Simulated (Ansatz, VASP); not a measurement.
**Al3Cu in VASP and in Ansatz**

Contents of POSCAR:

```
Al3Cu
1.0
    2.7737808629      0.0000000000      0.0000000000
    0.0000000000      2.7737808629      0.0000000000
    0.0000000000      0.0000000000      7.4779851673
Al Cu
3 1
Direct
    0.0000000000      0.0000000000      0.5000000000
    0.5000000000      0.5000000000      0.2226430005
    0.5000000000      0.5000000000      0.7773569995
    0.0000000000      0.0000000000      0.0000000000
```

The input INCAR.step1:

```
SYSTEM = Al3Cu
PREC     = Accurate       ! precision mode
ENCUT    = 520            ! plane-wave cutoff, eV
ISMEAR   = 0              ! smearing method
SIGMA    = 0.15           ! smearing width, eV
LREAL    = .FALSE.        ! projectors in reciprocal space
LASPH    = .TRUE.         ! aspherical terms in the spheres
NELM     = 60             ! most SCF steps
NBANDS   = 18             ! bands
GGA      = PE             ! functional
ALGO     = Normal         ! electronic algorithm
EDIFF    = 1E-4           ! SCF threshold, eV
LWAVE    = .TRUE.         ! write WAVECAR
LCHARG   = .FALSE.        ! write CHGCAR
```

Contents of INCAR.step2:

```
SYSTEM = Al3Cu
PREC     = Accurate       ! precision mode
ENCUT    = 520            ! plane-wave cutoff, eV
EDIFF    = 1E-7           ! SCF threshold, eV
ISMEAR   = 0              ! smearing method
SIGMA    = 0.15           ! smearing width, eV
LREAL    = .FALSE.        ! projectors in reciprocal space
LASPH    = .TRUE.         ! aspherical terms in the spheres
NELM     = 60             ! most SCF steps
ALGO     = Normal         ! electronic algorithm
ISIF     = 2              ! what is computed and relaxed
LWAVE    = .FALSE.        ! write WAVECAR
LCHARG   = .TRUE.         ! write CHGCAR
METAGGA  = R2SCAN         ! meta-GGA
LMIXTAU  = .TRUE.       
LELF     = .TRUE.         ! ELF
LVHAR    = .TRUE.       
NBANDS   = 18             ! bands
ISTART   = 1
```

The input KPOINTS:

```
Automatic mesh
0
G
  18 18 6
  0 0 0
```

Input for Ansatz:

```yaml
crystal:
  lattice:
    - [2.7737808629, 0.0, 0.0]
    - [0.0, 2.7737808629, 0.0]
    - [0.0, 0.0, 7.4779851673]
  atoms:
    - { symbol: Al, position: [0.0, 0.0, 0.5] }
    - { symbol: Al, position: [0.5, 0.5, 0.2226430005] }
    - { symbol: Al, position: [0.5, 0.5, 0.7773569995] }
    - { symbol: Cu, position: [0.0, 0.0, 0.0] }
basis:
  ecutwfc: 500
kpoints:
  mp_grid: { grid: [18, 18, 6] }
hamiltonian:
  xc: r2scan
scf:
  occupations: { method: gaussian, width: 0.15 }
output:
  forces: true
  stress: true
  eigenvalues: true
```

Change from the starting cell: strain +0.000 along x and y, -0.015 along z, atoms carried along.

Alike in both runs: task single point; functional r2SCAN; k mesh 18 × 18 × 6; occupations gaussian, width 0.15 eV; no spin polarisation.

```csv
,VASP,Ansatz
version,VASP 6.6.1,Ansatz 0.2.0
potentials or method,"VASP PAW PBE potentials, release 64 (Al, Cu), cutoff 520 eV","scalar-relativistic, plane waves, PAW"
valence electrons in the cell,20,28
```

|  | VASP | Ansatz | Ansatz less VASP |
| --- | --- | --- | --- |
| gap on the k mesh at the Fermi level (eV) | none | none | - |
| pressure (GPa) | 1.5 | 1.7 | +0.19 |
| traceless stress, the component that is largest in VASP (GPa) | 1.36 | 1.36 | 0.000 |
| rms of the force components (eV/Å) | 0.029 | 0.022 | -0.0071 |

VASP's potentials were made for PBE, not for r2SCAN. Atom by atom the forces differ by 0.007 eV/Å (rms over components). A gap of «none» marks a metal or a gap that the smearing closes. VASP's potentials hold 20 valence electrons a cell and Ansatz's 28, so a difference there can come from the potentials and not from the codes.
